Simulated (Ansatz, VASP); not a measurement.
Two plane-wave programs on Ga

File POSCAR:

```
Ga
1.0
    0.0000000000      2.9265352323      2.9265352323
    2.9265352323      0.0000000000      2.9265352323
    2.9265352323      2.9265352323      0.0000000000
Ga
2
Direct
    0.1250000000      0.1250000000      0.1250000000
    0.8750000000      0.8750000000      0.8750000000
```

INCAR.step1

```
PREC     = Accurate       # precision mode
ENCUT    = 520            # plane-wave cutoff, eV
ISMEAR   = -1             # smearing method
SIGMA    = 0.1            # smearing width, eV
LREAL    = F              # projectors in reciprocal space
LASPH    = T              # aspherical terms in the spheres
NELM     = 80             # most SCF steps
NBANDS   = 20             # bands
GGA      = PE             # functional
ALGO     = Normal         # electronic algorithm
EDIFF    = 1E-4           # SCF threshold, eV
LWAVE    = T              # write WAVECAR
LCHARG   = F              # write CHGCAR
```

File INCAR.step2:

```
PREC     = Accurate       # precision mode
ENCUT    = 520            # plane-wave cutoff, eV
EDIFF    = 1E-7           # SCF threshold, eV
ISMEAR   = -1             # smearing method
SIGMA    = 0.1            # smearing width, eV
LREAL    = F              # projectors in reciprocal space
LASPH    = T              # aspherical terms in the spheres
NELM     = 80             # most SCF steps
ALGO     = Normal         # electronic algorithm
ISIF     = 2              # what is computed and relaxed
LWAVE    = F              # write WAVECAR
LCHARG   = F              # write CHGCAR
METAGGA  = R2SCAN         # meta-GGA
LMIXTAU  = T            
NBANDS   = 20             # bands
ISTART   = 1
```

File KPOINTS:

```
Automatic mesh
0
Gamma
  11 11 11
```

Input for Ansatz:

```yaml
crystal:
  lattice:
    - [0.0, 2.9265352323, 2.9265352323]
    - [2.9265352323, 0.0, 2.9265352323]
    - [2.9265352323, 2.9265352323, 0.0]
  atoms:
    - { symbol: Ga, position: [0.125, 0.125, 0.125] }
    - { symbol: Ga, position: [0.875, 0.875, 0.875] }
hamiltonian:
  xc: r2scan
  pseudopotentials:
    kind: paw
    azcp:
      Ga: "pseudopotentials/Ga.paw.azcp"
basis:
  ecutwfc: 500
  fft_grid_basis: typed
kpoints:
  mp_grid: { grid: [11, 11, 11], shift: [0, 0, 0] }
magnetization:
  spin_polarized: false
scf:
  occupations: { method: fermi_dirac, width: 0.1 }
  lower_state_search: "off"
output:
  stress: true
```

Alike in both runs: task single point; functional r2SCAN; k mesh 11 × 11 × 11; occupations fermi-dirac, width 0.1 eV; no spin polarisation.

|  | VASP | Ansatz |
| --- | --- | --- |
| version | VASP 6.6.1 | Ansatz 0.2.0 |
| potentials or method | VASP PAW PBE potentials, release 64 (Ga_d), cutoff 520 eV | plane waves (500 eV) with PAW, scalar-relativistic |
| valence electrons in the cell | 26 | 26 |

```tsv
	VASP	Ansatz	Ansatz less VASP
pressure (GPa)	-1.6	-1.6	-0.04
```

VASP's potentials were made for PBE, not for r2SCAN. The functional is the same, so the differences come from potentials, cutoffs and numerics.
